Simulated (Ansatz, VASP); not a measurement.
H in VASP and in Ansatz

Contents of INCAR:

```
  PREC = Accurate
  ENCUT = 400
  EDIFF = 1E-6
  ISMEAR = 0
  SIGMA = 0.1
  LREAL = False
  LASPH = True
  NELM = 120
  ALGO = Normal
  ISIF = 2
  LWAVE = False
  LCHARG = False
  LDIPOL = True
  IDIPOL = 3
  DIPOL = 0.5 0.5 0.650
  GGA = PE
  IVDW = 12
  NBANDS = 8
  GGA_COMPAT = False
  NELMDL = -8
```

The input KPOINTS:

```
regular mesh
0
Gamma
  3 3 1
```

File POSCAR:

```
H
1.0
    6.4475937654      0.0000000000      0.0000000000
    0.0000000000      6.4475937654      0.0000000000
    0.0000000000      0.0000000000     22.6927372738
H
2
Direct
    0.2918179579      0.7094200233      0.6499963499
    0.2060011881      0.7915598273      0.6500820929
```

Input for Ansatz:

```yaml
crystal:
  lattice:
    - [6.4475937654, 0.0, 0.0]
    - [0.0, 6.4475937654, 0.0]
    - [0.0, 0.0, 22.6927372738]
  atoms:
    - { symbol: H, position: [0.2918179579, 0.7094200233, 0.6499963499] }
    - { symbol: H, position: [0.2060011881, 0.7915598273, 0.6500820929] }
basis:
  ecutwfc: 420
kpoints:
  mp_grid: { grid: [3, 3, 1] }
hamiltonian:
  xc: pbe
  dispersion: d3bj
scf:
  occupations: { method: gaussian, width: 0.1 }
output:
  forces: true
  eigenvalues: true
  write_density: true
  volumetric_format: npy
efield:
  axis: 3
  dipole_correction: true
  ramp_width: 0.04
```

Alike in both runs: task single point; functional PBE; dispersion D3(BJ); k mesh 3 × 3 × 1; occupations gaussian, width 0.1 eV; no spin polarisation.

|  | VASP | Ansatz |
| --- | --- | --- |
| version | VASP 6.6.1 | Ansatz 0.2.0 |
| potentials or method | VASP PAW PBE potentials, release 64 (H), cutoff 400 eV | scalar-relativistic, plane waves, PAW |
| valence electrons in the cell | 2 | 2 |

|  | VASP | Ansatz | Ansatz less VASP |
| --- | --- | --- | --- |
| gap on the k mesh at the Fermi level (eV) | 9.98 | 9.98 | +0.001 |
| rms of the force components (eV/Å) | 0.283 | 0.296 | +0.0122 |

Atom by atom the forces differ by 0.012 eV/Å (rms over components).
